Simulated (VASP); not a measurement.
## FeCo: density of states with PBE

FeCo:

```
CELL_PARAMETERS angstrom
2.85700 0.00000 0.00000
0.00000 2.85700 0.00000
0.00000 0.00000 2.85700
ATOMIC_POSITIONS crystal
Fe 0.50000 0.50000 0.50000
Co 0.00000 0.00000 0.00000
```

* Program: VASP 6.6.1
* Task: density of states
* Functional: PBE
* Potentials or basis: VASP PAW PBE potentials, release 64 (Fe, Co)
* Cutoff: 520 eV
* k mesh: 13 × 13 × 13
* Occupations: fermi-dirac, width 0.05 eV
* Spin: collinear spin, ferromagnetic start
* Starting moments: [3.0, 2.0] μB
* Dipole correction: no
* k mesh for the DOS: 20 × 20 × 20
* Occupations for the DOS: tetrahedron
* Further INCAR settings: ALGO = Normal; EDIFF = 1e-06

```yaml
Net_moment: 4.53 μB per cell
Site_moments: Fe +2.79; Co +1.76 μB
Valence_electrons_inside_the_program's_atomic_spheres: Fe 7.12; Co 8.21
```

Levels at points of the mesh, in eV from the Fermi level:
Spin up:
```tsv
k point	band 8	band 9	band 10	band 11	band 12	band 13	band 14	band 15
(0.00, 0.00, 0.00)	-2.06	-0.98	-0.98	-0.98	8.96	8.96	8.96	14.50
(0.50, 0.00, 0.00)	-2.61	-2.14	-2.00	-0.96	-0.70	15.75	15.75	15.93
(0.50, 0.50, 0.00)	-1.82	-0.74	-0.74	-0.18	-0.18	5.92	6.10	17.55
(0.50, 0.50, 0.50)	-1.95	-1.79	-1.79	7.49	7.49	7.49	7.57	7.57
```
Spin down:
```csv
k point,band 2,band 3,band 4,band 5,band 6,band 7,band 8,band 9,band 10,band 11
"(0.00, 0.00, 0.00)",-3.47,-3.47,-1.20,-1.20,-1.20,0.76,0.76,1.44,1.44,1.44
"(0.50, 0.00, 0.00)",-4.60,-1.65,-1.16,-1.16,-1.16,-0.42,-0.33,-0.33,0.62,1.14
"(0.50, 0.50, 0.00)",-4.13,-2.30,-2.30,-0.11,-0.11,0.47,0.54,0.74,1.41,1.65
"(0.50, 0.50, 0.50)",-2.63,-2.63,-2.24,-2.24,-2.24,0.58,0.58,1.45,1.45,8.25
```

It took 78 s on 1 thread of Intel(R) Xeon(R) Platinum 8559C (Emerald Rapids), with other jobs on the host, peak memory 0.28 GiB.
